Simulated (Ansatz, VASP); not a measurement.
## One calculation of LiCrF3, two programs

```
CELL_PARAMETERS angstrom
4.09510 0.00000 0.00000
0.00000 4.09510 0.00000
0.00000 0.00000 4.09510
ATOMIC_POSITIONS crystal
Li 0.50000 0.50000 0.50000
Cr 0.00000 0.00000 0.00000
F 0.50000 0.00000 0.00000
F 0.00000 0.50000 0.00000
F 0.00000 0.00000 0.50000
```

Alike in both runs: functional PBE; k mesh 6 × 6 × 6; occupations gaussian, width 0.1 eV; collinear spin.

Ansatz relaxed the structure, and its values are those at the end. VASP's run is a single point on that final structure, the one shown.

```csv
,VASP,Ansatz
version,VASP 6.6.1,Ansatz 0.2.0
potentials or method,"VASP PAW PBE potentials, release 64 (Li_sv, Cr_pv, F), cutoff 520 eV","scalar-relativistic, plane waves, PAW"
valence electrons in the cell,36,38
```

VASP gave:

| Quantity | Value |
| --- | --- |
| gap on the k mesh at the Fermi level (eV) | none |
| net moment per atom (μB) | 0.79 |
| size of the moment on the site where the two differ most (μB) | 3.66 |

Problem. Which values does Ansatz return?

Solution. gap on the k mesh at the Fermi level (eV): none; net moment per atom (μB): 0.79; size of the moment on the site where the two differ most (μB): 3.14.

Site moments also hang on the region over which each program counts them. A gap of «none» marks a metal or a gap that the smearing closes. VASP's potentials hold 36 valence electrons a cell and Ansatz's 38, so a difference there can come from the potentials and not from the codes.

Noted on VASP's run: the cutoff is under 1.25 times that of the potentials, so the pressure is a little rough.
